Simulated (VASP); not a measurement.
# Al (Fm-3m) in VASP: single point with LDA

Aim: the single point of Al with LDA.

Program: VASP 6.6.1. These are calculated values, not measurements. Logs are shortened: lines on timing, memory, paths and dates and some standing lists are left out, and cuts for length are marked.

## 1. The cell of the first run

It takes space group Fm-3m (No. 225, cubic). Conventional cell: a = 3.984 Å, b = 3.984 Å, c = 3.984 Å, α = 90.00°, β = 90.00°, γ = 90.00°. Al (site symmetry m-3m) has 12 Al at 2.82 Å within 3.7 Å.

## 2. Single point, LDA

File INCAR:

```
PREC = Accurate
ENCUT = 500
EDIFF = 1E-6
ISMEAR = 0
SIGMA = 0.1
LREAL = F
LASPH = T
NELM = 120
ALGO = Normal
ISIF = 2
LWAVE = F
LCHARG = F
NBANDS = 8
GGA_COMPAT = F
```

File KPOINTS:

```
Automatic mesh
0
Gamma
  18 18 18
```

File POSCAR:

```
Al
1.0
    0.0000000000      1.9917798322      1.9917798322
    1.9917798322      0.0000000000      1.9917798322
    1.9917798322      1.9917798322      0.0000000000
Al
1
Direct
    0.0000000000      0.0000000000      0.0000000000
```

Potentials or basis: VASP PAW LDA potentials, release 64 (Al).

On the command line:

```bash
$ cat potpaw_LDA.64/Al/POTCAR > POTCAR
$ mpirun -np 1 vasp_std > vasp.out
```

OUTCAR:

```text
PREC = Accurate
   ENCUT = 500
   EDIFF = 1E-6
   ISMEAR = 0
   LREAL = F
   LASPH = T
   NELM = 120
   ISIF = 2

 ion  position               nearest neighbor table
   1  0.000  0.000  0.000-

  LATTYP: Found a face centered cubic cell.
 ALAT       =     3.9835596644

  Lattice vectors:

 A1 = (   0.0000000000,   1.9917798322,   1.9917798322)
 A2 = (   1.9917798322,   0.0000000000,   1.9917798322)
 A3 = (   1.9917798322,   1.9917798322,   0.0000000000)

Analysis of symmetry for initial positions (statically):
=====================================================================
 Subroutine PRICEL returns:
 Original cell was already a primitive cell.

 Routine SETGRP: Setting up the symmetry group for a
 face centered cubic supercell.

 Subroutine GETGRP returns: Found 48 space group operations
[... 9 lines left out ...]

 Routine SETGRP: Setting up the symmetry group for a
 face centered cubic supercell.

 Subroutine GETGRP returns: Found 48 space group operations
[... 11 lines left out ...]
                                     Primitive cell

  volume of cell :      15.8035

  direct lattice vectors                    reciprocal lattice vectors
     0.000000000  1.991779832  1.991779832    -0.251031762  0.251031762  0.251031762
     1.991779832  0.000000000  1.991779832     0.251031762 -0.251031762  0.251031762
     1.991779832  1.991779832  0.000000000     0.251031762  0.251031762 -0.251031762

  length of vectors
     2.816802052  2.816802052  2.816802052     0.434799765  0.434799765  0.434799765

  position of ions in fractional coordinates (direct lattice)
     0.000000000  0.000000000  0.000000000

  ion indices of the primitive-cell ions
   primitive index   ion index
                 1           1

----------------------------------------------------------------------------------------

 KPOINTS: Automatic mesh

Automatic generation of k-mesh.
 Grid dimensions read from file:
 generate k-points for:   18   18   18

 Generating k-lattice:

  Cartesian coordinates                     Fractional coordinates (reciprocal lattice)
    -0.013946209  0.013946209  0.013946209     0.055555556  0.000000000  0.000000000
     0.013946209 -0.013946209  0.013946209     0.000000000  0.055555556  0.000000000
     0.013946209  0.013946209 -0.013946209     0.000000000  0.000000000  0.055555556

  Length of vectors
     0.024155543  0.024155543  0.024155543

  Shift w.r.t. Gamma in fractional coordinates (k-lattice)
     0.000000000  0.000000000  0.000000000

 Subroutine IBZKPT returns following result:
 ===========================================

 Found    195 irreducible k-points:

 Following reciprocal coordinates:
            Coordinates               Weight
  0.000000  0.000000  0.000000      1.000000
  0.055556  0.000000  0.000000      8.000000
  0.111111  0.000000  0.000000      8.000000
  0.166667  0.000000  0.000000      8.000000
  0.222222  0.000000  0.000000      8.000000
  0.277778  0.000000  0.000000      8.000000
[... 16 lines left out ...]
 -0.277778  0.055556  0.000000     24.000000
 -0.222222  0.055556  0.000000     24.000000
 [... further k-points ...]
   k-points           NKPTS =    195   k-points in BZ     NKDIM =    195   number of bands    NBANDS=      8
   number of dos      NEDOS =    301   number of ions     NIONS =      1
   total plane-waves  NPLWV =  13824
   dimension x,y,z NGX =    24 NGY =   24 NGZ =   24
   dimension x,y,z NGXF=    48 NGYF=   48 NGZF=   48
   ions per type =               1
   NGX,Y,Z   is equivalent  to a cutoff of  14.16, 14.16, 14.16 a.u.
   NGXF,Y,Z  is equivalent  to a cutoff of  28.33, 28.33, 28.33 a.u.
 SYSTEM =  unknown system
   PREC   = accura    normal or accurate (medium, high low for compatibility)
   ISTART =      0    job   : 0-new  1-cont  2-samecut
   ICHARG =      2    charge: 1-file 2-atom 10-const
   ISPIN  =      1    spin polarized calculation?
   LNONCOLLINEAR =      F non collinear calculations
   LSORBIT =      F    spin-orbit coupling
   LASPH  =      T    aspherical Exc in radial PAW
   ENCUT  =  500.0 eV  36.75 Ry    6.06 a.u.   5.14  5.14  5.14*2*pi/ulx,y,z
   NELM   =    120;   NELMIN=  2; NELMDL= -5     # of ELM steps
   EDIFF  = 0.1E-05   stopping-criterion for ELM
   LREAL  =      F    real-space projection
   EDIFFG = 0.1E-04   stopping-criterion for IOM
   NSW    =      0    number of steps for IOM
   IBRION =     -1    ionic relax: 0-MD 1-quasi-New 2-CG
   NFREE  =      0    steps in history (QN), initial steepest desc. (CG)
   ISIF   =      2    stress and relaxation
   ISYM   =      2    0-nonsym 1-usesym 2-fastsym
   POTIM  = 0.5000    time-step for ionic-motion
   TEBEG  =    0.0;   TEEND  =   0.0 temperature during run
   PSTRESS=    0.0 pullay stress
   NELECT =       3.0000    total number of electrons
   NUPDOWN=      -1.0000    fix difference up-down
   EMIN   =  10.00;   EMAX   =-10.00  energy-range for DOS
   EFERMI =   0.00;   METHOD = LEGACY
   ISMEAR =     0;   SIGMA  =   0.10  broadening in eV -4-tet -1-fermi 0-gaus
   EFERMI_NEDOS =   21; number of points for ismear=-14 and -15
   IALGO  =     38    algorithm
   IMIX   =      4    mixing-type and parameters
     AMIX     =   0.40;   BMIX     =  1.00
     AMIX_MAG =   1.60;   BMIX_MAG =  1.00
  volume/ion in A,a.u.               =      15.80       106.65
  Fermi-wavevector in a.u.,A,eV,Ry     =   0.940872  1.777990 12.044425  0.885240
  Thomas-Fermi vector in A             =   2.068327
   LORBIT       =      0    0 simple, 1 ext, 2 COOP (PROOUT), +10 PAW based schemes
   GGA     = CA    functional components
   LHFCALC =     F    Hartree Fock is set to
   AEXX    =    0.0000 exact exchange contribution
   IVDW    =     0    specifies the selected vdW correction
   LEPSILON=     F    determine dielectric tensor
   LRPA    =     F    only Hartree local field effects (RPA)
 non-spin polarized calculation
 Gauss-broadening in eV      SIGMA  =   0.10
  energy-cutoff  :      500.00
  volume of cell :       15.80
 maximum number of plane-waves:       412
 NGX is ok and might be reduce to    24
   NGX = 11   NGY = 11   NGZ = 11

 number of electron       3.0000000 magnetization

 Free energy of the ion-electron system (eV)
  ---------------------------------------------------
  ext. energy  EPLUGINS =         0.00000000
  ---------------------------------------------------
  free energy    TOTEN  =        -4.19015827 eV

  energy without entropy =       -4.18717028  energy(sigma->0) =       -4.18866428

 E-fermi :   8.2376     XC(G=0): -10.5042

 val. band max:        8.2194555078   @ k =  -0.2778   0.2778   0.0556
 cond. band min:       8.2445441656   @ k =  -0.4444   0.3333   0.1111
 fundamental gap:      0.0250886578
 Fermi energy:         8.2375985276

 k-point     1 :       0.0000    0.0000    0.0000
  band No.  band energies     occupation
      1      -3.1542      2.00000
      2      21.0527      0.00000
      3      21.0527      0.00000
      4      21.0527      0.00000
      5      22.7083      0.00000
      6      22.7083      0.00000
      7      22.7083      0.00000
      8      25.1751      0.00000

 k-point     2 :       0.0556    0.0000    0.0000
  band No.  band energies     occupation
      1      -3.0681      2.00000
      2      19.5498      0.00000
      3      20.7588      0.00000
      4      20.7588      0.00000
      5      23.1353      0.00000
      6      23.1353      0.00000
      7      23.2800      0.00000
      8      26.0522      0.00000

 k-point     3 :       0.1111    0.0000    0.0000
  band No.  band energies     occupation
      1      -2.8100      2.00000
      2      17.2979      0.00000
      3      20.2580      0.00000
      4      20.2580      0.00000
      5      23.3639      0.00000
      6      24.0043      0.00000
      7      24.0043      0.00000
      8      26.4605      0.00000

 k-point     4 :       0.1667    0.0000    0.0000
  band No.  band energies     occupation
      1      -2.3810      2.00000
      2      15.0213      0.00000
      3      19.8148      0.00000
      4      19.8148      0.00000
      5      23.2088      0.00000
      6      24.5956      0.00000
      7      24.5956      0.00000
      8      25.8307      0.00000

 k-point     5 :       0.2222    0.0000    0.0000
  band No.  band energies     occupation
      1      -1.7827      2.00000
      2      12.8185      0.00000
      3      19.4876      0.00000
      4      19.4876      0.00000
      5      23.0409      0.00000
      6      23.7930      0.00000
      7      23.7930      0.00000
      8      26.8010      0.00000

 k-point     6 :       0.2778    0.0000    0.0000
  band No.  band energies     occupation
      1      -1.0174      2.00000
      2      10.7231      0.00000
      3      19.2922      0.00000
      4      19.2922      0.00000
      5      22.7848      0.00000
      6      22.7848      0.00000
      7      22.9439      0.00000
      8      27.0000      0.00000

 k-point     7 :       0.3333    0.0000    0.0000
  band No.  band energies     occupation
      1      -0.0878      2.00000
      2       8.7514      0.00000
      3      19.2347      0.00000
      4      19.2347      0.00000
      5      21.8669      0.00000
      6      21.8669      0.00000
      7      22.9600      0.00000
      8      26.0446      0.00000
[... 133 lines left out ...]
 k-point    20 :      -0.4444    0.0556    0.0000
  band No.  band energies     occupation
      1       2.7697      2.00000
      2       4.7588      2.00000
      3      17.9513      0.00000
      4      19.1267      0.00000
      5      20.6112      0.00000
      6      20.8936      0.00000
      7      24.1657      0.00000
      8      25.1540      0.00000

 k-point    21 :      -0.3889    0.0556    0.0000
  band No.  band energies     occupation
      1       1.4750      2.00000
      2       6.4024      2.00000
      3      17.6752      0.00000
      4      19.7358      0.00000
      5      20.6198      0.00000
      6      21.2337      0.00000
      7      23.8256      0.00000
      8      25.8078      0.00000

 k-point    22 :      -0.3333    0.0556    0.0000
  band No.  band energies     occupation
      1       0.3326      2.00000
      2       8.1916      1.48436
      3      17.5461      0.00000
      4      20.4486      0.00000
      5      20.5253      0.00000
      6      21.9932      0.00000
      7      23.6281      0.00000
      8      26.5749      0.00000

 k-point    23 :      -0.2778    0.0556    0.0000
  band No.  band energies     occupation
      1      -0.6504      2.00000
      2      10.1160      0.00000
      3      17.5638      0.00000
      4      20.4853      0.00000
      5      21.3819      0.00000
      6      22.8735      0.00000
      7      23.5725      0.00000
      8      27.3797      0.00000

 k-point    24 :      -0.2222    0.0556    0.0000
  band No.  band energies     occupation
      1      -1.4704      2.00000
      2      12.1650      0.00000
      3      17.7278      0.00000
      4      20.6217      0.00000
      5      22.3911      0.00000
      6      23.5558      0.00000
      7      23.9371      0.00000
      8      26.1657      0.00000

 [... further k-points ...]
[... 5 lines left out ...]
  --------------------------------------------------------------------------------------
  -------------------------------------------------------------------------------------
  Total        0.0072405      0.0072405      0.0072405     -0.0000000      0.0000000     -0.0000000
  in kB        0.7340458      0.7340458      0.7340458     -0.0000000      0.0000000     -0.0000000
  external PRESSURE =       0.7340458 kB  Pullay stress =       0.0000000 kB

 VOLUME and BASIS-vectors are now :
 -----------------------------------------------------------------------------
  energy-cutoff  :      500.00
  volume of cell :       15.80
      direct lattice vectors                 reciprocal lattice vectors
     0.000000000  1.991779832  1.991779832    -0.251031762  0.251031762  0.251031762
     1.991779832  0.000000000  1.991779832     0.251031762 -0.251031762  0.251031762
     1.991779832  1.991779832  0.000000000     0.251031762  0.251031762 -0.251031762

 POSITION                                       TOTAL-FORCE (eV/Angst)
 -----------------------------------------------------------------------------------
      0.00000      0.00000      0.00000         0.000000      0.000000      0.000000
 -----------------------------------------------------------------------------------
    total drift:                               -0.000000      0.000000     -0.000000

  FREE ENERGIE OF THE ION-ELECTRON SYSTEM (eV)
  ---------------------------------------------------
  free  energy   TOTEN  =        -4.1901582745 eV

  energy  without entropy=       -4.1871702801  energy(sigma->0) =       -4.18866428
```

Run time: 16 s. Hardware: 1 thread of AMD EPYC 7R13 (Zen 3), shared host; peak memory 0.1 GiB.

What came out:

- Free energy: -4.1902 eV
- Pressure: 0.1 GPa
